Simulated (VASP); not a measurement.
# AlFe (Pm-3m) in VASP: notebook

The runs below take AlFe through single point, with PBEsol.

All numbers are computed with VASP 6.6.1; they aren't measurements. Logs are shortened: lines on timing, memory, paths and dates and some standing lists are left out, and cuts for length are marked.

## 1. The cell of the first run

Symmetry: Pm-3m, No. 221, cubic system. The conventional cell has a = 2.871 Å, b = 2.871 Å, c = 2.871 Å, α = 90.00°, β = 90.00°, γ = 90.00°. Within 3.3 Å of Fe (site symmetry m-3m) lie 8 Al at 2.49 Å and 6 Fe at 2.87 Å. Within 3.3 Å of Al (site symmetry m-3m) lie 8 Fe at 2.49 Å and 6 Al at 2.87 Å.

## 2. Single point, PBEsol, collinear spin, ferromagnetic start

File INCAR:

```
PREC     = Accurate       # precision mode
ENCUT    = 520            # plane-wave cutoff, eV
EDIFF    = 1E-6           # SCF threshold, eV
ISMEAR   = -1             # smearing method
SIGMA    = 0.05           # smearing width, eV
LREAL    = False          # projectors in reciprocal space
LASPH    = True           # aspherical terms in the spheres
NELM     = 150            # most SCF steps
ALGO     = Normal         # electronic algorithm
ISIF     = 2              # what is computed and relaxed
LWAVE    = False          # write WAVECAR
LCHARG   = True           # write CHGCAR
ISPIN    = 2              # spin polarisation
MAGMOM   = 3 0            # initial moments
LORBIT   = 11             # projections on sites
LMAXMIX  = 4              # l up to which the mixer works
GGA      = PS             # functional
LELF     = True           # ELF
LVHAR    = True         
NBANDS   = 16             # bands
```

File KPOINTS:

```
Automatic mesh
0
Gamma
  9 9 9
```

File POSCAR:

```
AlFe
1.0
    2.8706708545      0.0000000000      0.0000000000
    0.0000000000      2.8706708545      0.0000000000
    0.0000000000      0.0000000000      2.8706708545
Fe Al
1 1
Direct
    0.5000000000      0.5000000000      0.5000000000
    0.0000000000      0.0000000000      0.0000000000
```

Potentials or basis: VASP PAW PBE potentials, release 64 (Fe, Al).

Started as:

```sh
$ cat potpaw_PBE.64/Fe/POTCAR potpaw_PBE.64/Al/POTCAR > POTCAR
$ mpirun -np 1 vasp_std > vasp.out
```

OUTCAR:

```text
PREC = Accurate
   ENCUT = 520
   EDIFF = 1E-6
   ISMEAR = -1
   LREAL = False
   LASPH = True
   NELM = 150
   ISIF = 2
   ISPIN = 2
   LORBIT = 11
   GGA = PS

 ion  position               nearest neighbor table
   1  0.500  0.500  0.500-   2 2.49   2 2.49   2 2.49   2 2.49   2 2.49   2 2.49   2 2.49   2 2.49

   2  0.000  0.000  0.000-   1 2.49   1 2.49   1 2.49   1 2.49   1 2.49   1 2.49   1 2.49   1 2.49

  LATTYP: Found a simple cubic cell.
 ALAT       =     2.8706708545

  Lattice vectors:

 A1 = (   2.8706708545,   0.0000000000,   0.0000000000)
 A2 = (   0.0000000000,   2.8706708545,   0.0000000000)
 A3 = (   0.0000000000,   0.0000000000,   2.8706708545)

Analysis of symmetry for initial positions (statically):
=====================================================================
 Subroutine PRICEL returns:
 Original cell was already a primitive cell.

 Routine SETGRP: Setting up the symmetry group for a
 simple cubic supercell.

 Subroutine GETGRP returns: Found 48 space group operations
 (whereof 48 operations were pure point group operations)
 out of a pool of 48 trial point group operations.

The static configuration has the point symmetry O_h .

Analysis of symmetry for dynamics (positions and initial velocities):
=====================================================================
 Subroutine PRICEL returns:
 Original cell was already a primitive cell.

 Routine SETGRP: Setting up the symmetry group for a
 simple cubic supercell.

 Subroutine GETGRP returns: Found 48 space group operations
 (whereof 48 operations were pure point group operations)
 out of a pool of 48 trial point group operations.

The dynamic configuration has the point symmetry O_h .

Analysis of structural, dynamic, and magnetic symmetry:
=====================================================================
 Subroutine PRICEL returns:
 Original cell was already a primitive cell.

 Routine SETGRP: Setting up the symmetry group for a
 simple cubic supercell.

 Subroutine GETGRP returns: Found 48 space group operations
 (whereof 48 operations were pure point group operations)
 out of a pool of 48 trial point group operations.

The overall configuration has the point symmetry O_h .

 Subroutine INISYM returns: Found 48 space group operations
 (whereof 48 operations are pure point group operations),
 and found     1 'primitive' translations

----------------------------------------------------------------------------------------

                                     Primitive cell

  volume of cell :      23.6565

  direct lattice vectors                    reciprocal lattice vectors
     2.870670855  0.000000000  0.000000000     0.348350630  0.000000000  0.000000000
     0.000000000  2.870670855  0.000000000     0.000000000  0.348350630  0.000000000
     0.000000000  0.000000000  2.870670855     0.000000000  0.000000000  0.348350630

  length of vectors
     2.870670855  2.870670855  2.870670855     0.348350630  0.348350630  0.348350630

  position of ions in fractional coordinates (direct lattice)
     0.500000000  0.500000000  0.500000000
     0.000000000  0.000000000  0.000000000

  ion indices of the primitive-cell ions
   primitive index   ion index
                 1           1
                 2           2

----------------------------------------------------------------------------------------

 KPOINTS: Automatic mesh

Automatic generation of k-mesh.
 Grid dimensions read from file:
 generate k-points for:    9    9    9

 Generating k-lattice:

  Cartesian coordinates                     Fractional coordinates (reciprocal lattice)
     0.038705626  0.000000000  0.000000000     0.111111111  0.000000000  0.000000000
     0.000000000  0.038705626  0.000000000     0.000000000  0.111111111  0.000000000
     0.000000000  0.000000000  0.038705626     0.000000000  0.000000000  0.111111111

  Length of vectors
     0.038705626  0.038705626  0.038705626

  Shift w.r.t. Gamma in fractional coordinates (k-lattice)
     0.000000000  0.000000000  0.000000000

 Subroutine IBZKPT returns following result:
 ===========================================

 Found     35 irreducible k-points:

 Following reciprocal coordinates:
            Coordinates               Weight
  0.000000  0.000000  0.000000      1.000000
  0.111111  0.000000  0.000000      6.000000
  0.222222  0.000000  0.000000      6.000000
  0.333333  0.000000  0.000000      6.000000
  0.444444  0.000000  0.000000      6.000000
  0.111111  0.111111  0.000000     12.000000
[... 16 lines left out ...]
  0.333333  0.333333  0.111111     24.000000
  0.444444  0.333333  0.111111     48.000000
 [... further k-points ...]
   k-points           NKPTS =     35   k-points in BZ     NKDIM =     35   number of bands    NBANDS=     16
   number of dos      NEDOS =    301   number of ions     NIONS =      2
   total plane-waves  NPLWV =  13824
   dimension x,y,z NGX =    24 NGY =   24 NGZ =   24
   dimension x,y,z NGXF=    48 NGYF=   48 NGZF=   48
   ions per type =               1   1
   NGX,Y,Z   is equivalent  to a cutoff of  13.90, 13.90, 13.90 a.u.
   NGXF,Y,Z  is equivalent  to a cutoff of  27.80, 27.80, 27.80 a.u.
 SYSTEM =  unknown system
   PREC   = accura    normal or accurate (medium, high low for compatibility)
   ISTART =      0    job   : 0-new  1-cont  2-samecut
   ICHARG =      2    charge: 1-file 2-atom 10-const
   ISPIN  =      2    spin polarized calculation?
   LNONCOLLINEAR =      F non collinear calculations
   LSORBIT =      F    spin-orbit coupling
   LASPH  =      T    aspherical Exc in radial PAW
   ENCUT  =  520.0 eV  38.22 Ry    6.18 a.u.   5.34  5.34  5.34*2*pi/ulx,y,z
   NELM   =    150;   NELMIN=  2; NELMDL= -5     # of ELM steps
   EDIFF  = 0.1E-05   stopping-criterion for ELM
   LREAL  =      F    real-space projection
   EDIFFG = 0.1E-04   stopping-criterion for IOM
   NSW    =      0    number of steps for IOM
   IBRION =     -1    ionic relax: 0-MD 1-quasi-New 2-CG
   NFREE  =      0    steps in history (QN), initial steepest desc. (CG)
   ISIF   =      2    stress and relaxation
   ISYM   =      2    0-nonsym 1-usesym 2-fastsym
   POTIM  = 0.5000    time-step for ionic-motion
   TEBEG  =    0.0;   TEEND  =   0.0 temperature during run
   PSTRESS=    0.0 pullay stress
   NELECT =      11.0000    total number of electrons
   NUPDOWN=      -1.0000    fix difference up-down
   EMIN   =  10.00;   EMAX   =-10.00  energy-range for DOS
   EFERMI =   0.00;   METHOD = LEGACY
   ISMEAR =    -1;   SIGMA  =   0.05  broadening in eV -4-tet -1-fermi 0-gaus
   EFERMI_NEDOS =   21; number of points for ismear=-14 and -15
   IALGO  =     38    algorithm
   IMIX   =      4    mixing-type and parameters
     AMIX     =   0.40;   BMIX     =  1.00
     AMIX_MAG =   1.60;   BMIX_MAG =  1.00
  volume/ion in A,a.u.               =      11.83        79.82
  Fermi-wavevector in a.u.,A,eV,Ry     =   1.268301  2.396741 21.886160  1.608587
  Thomas-Fermi vector in A             =   2.401403
   LORBIT       =     11    0 simple, 1 ext, 2 COOP (PROOUT), +10 PAW based schemes
   GGA     = PS    functional components
   LHFCALC =     F    Hartree Fock is set to
   AEXX    =    0.0000 exact exchange contribution
   IVDW    =     0    specifies the selected vdW correction
   LEPSILON=     F    determine dielectric tensor
   LRPA    =     F    only Hartree local field effects (RPA)
 spin polarized calculation
  energy-cutoff  :      520.00
  volume of cell :       23.66
 maximum number of plane-waves:       655
 NGX is ok and might be reduce to    24
   NGX = 11   NGY = 11   NGZ = 11

 number of electron      10.9999995 magnetization       0.6226387

 Free energy of the ion-electron system (eV)
  ---------------------------------------------------
  ext. energy  EPLUGINS =         0.00000000
  ---------------------------------------------------
  free energy    TOTEN  =       -13.73388024 eV

  energy without entropy =      -13.71589404  energy(sigma->0) =      -13.72488714

 E-fermi :   7.9106     XC(G=0): -12.2772

 val. band max:        7.8791998979   @ k =   0.2222   0.1111   0.0000
 cond. band min:       7.9112494247   @ k =   0.4444   0.2222   0.1111
 fundamental gap:      0.0320495268
 Fermi energy:         7.9106310594

 spin component 1

 k-point     1 :       0.0000    0.0000    0.0000
  band No.  band energies     occupation
      1      -2.4912      1.00000
      2       5.4132      1.00000
      3       5.4132      1.00000
      4       7.6095      0.99758
      5       7.6095      0.99758
      6       7.6095      0.99758
[... 8 lines left out ...]
     15      29.7410      0.00000
     16      31.6401      0.00000
[... 419 lines left out ...]
 k-point    24 :       0.4444    0.3333    0.1111
  band No.  band energies     occupation
      1       2.4775      1.00000
      2       4.2065      1.00000
      3       5.6676      1.00000
      4       6.3719      1.00000
      5       7.0970      1.00000
      6       7.2311      1.00000
[... 8 lines left out ...]
     15      28.6064      0.00000
     16      29.6699      0.00000

 [... further k-points ...]

 spin component 2

 k-point     1 :       0.0000    0.0000    0.0000
  band No.  band energies     occupation
      1      -2.4811      1.00000
      2       5.7349      1.00000
      3       5.7349      1.00000
      4       8.3582      0.00013
      5       8.3582      0.00013
      6       8.3582      0.00013
[... 8 lines left out ...]
     15      29.7872      0.00000
     16      31.6272      0.00000
[... 419 lines left out ...]
 k-point    24 :       0.4444    0.3333    0.1111
  band No.  band energies     occupation
      1       2.5674      1.00000
      2       4.3467      1.00000
      3       5.9843      1.00000
      4       6.7553      1.00000
      5       7.7182      0.97915
      6       7.7943      0.91099
[... 8 lines left out ...]
     15      28.7489      0.00000
     16      29.6732      0.00000

 [... further k-points ...]
[... 5 lines left out ...]
  --------------------------------------------------------------------------------------
  -------------------------------------------------------------------------------------
  Total       -0.7036252     -0.7036252     -0.7036252     -0.0000000     -0.0000000     -0.0000000
  in kB      -47.6542614    -47.6542614    -47.6542614     -0.0000000     -0.0000000     -0.0000000
  external PRESSURE =     -47.6542614 kB  Pullay stress =       0.0000000 kB

 VOLUME and BASIS-vectors are now :
 -----------------------------------------------------------------------------
  energy-cutoff  :      520.00
  volume of cell :       23.66
      direct lattice vectors                 reciprocal lattice vectors
     2.870670855  0.000000000  0.000000000     0.348350630  0.000000000  0.000000000
     0.000000000  2.870670855  0.000000000     0.000000000  0.348350630  0.000000000
     0.000000000  0.000000000  2.870670855     0.000000000  0.000000000  0.348350630

 POSITION                                       TOTAL-FORCE (eV/Angst)
 -----------------------------------------------------------------------------------
      1.43534      1.43534      1.43534         0.000000      0.000000      0.000000
      0.00000      0.00000      0.00000         0.000000      0.000000      0.000000
 -----------------------------------------------------------------------------------
    total drift:                                0.000000     -0.000000     -0.000000

  FREE ENERGIE OF THE ION-ELECTRON SYSTEM (eV)
  ---------------------------------------------------
  free  energy   TOTEN  =       -13.7338802370 eV

  energy  without entropy=      -13.7158940428  energy(sigma->0) =      -13.72488714

 total charge

# of ion       s       p       d       tot
------------------------------------------
    1        0.436   0.507   6.494   7.437
    2        0.399   0.437   0.000   0.836
--------------------------------------------------
tot          0.836   0.944   6.494   8.273

 magnetization (x)

# of ion       s       p       d       tot
------------------------------------------
    1       -0.002   0.003   0.661   0.662
    2       -0.007  -0.014   0.000  -0.021
--------------------------------------------------
tot         -0.009  -0.011   0.661   0.641
```

It took 12 s on 1 thread of Intel Xeon 6975P-C (Granite Rapids), shared host; peak memory 0.15 GiB.

What came out:

```yaml
Free_energy: -13.7339 eV
Pressure: -4.8 GPa
Net_moment: 0.62 μB per cell
Site_moments: Fe +0.66; Al -0.02 μB
Valence_electrons_inside_the_program's_atomic_spheres: Fe 7.44; Al 0.84
```

Caveat: the PAW data sets were made with another functional, which shifts forces and pressure a little.

(Continued in part 2 of 2.)
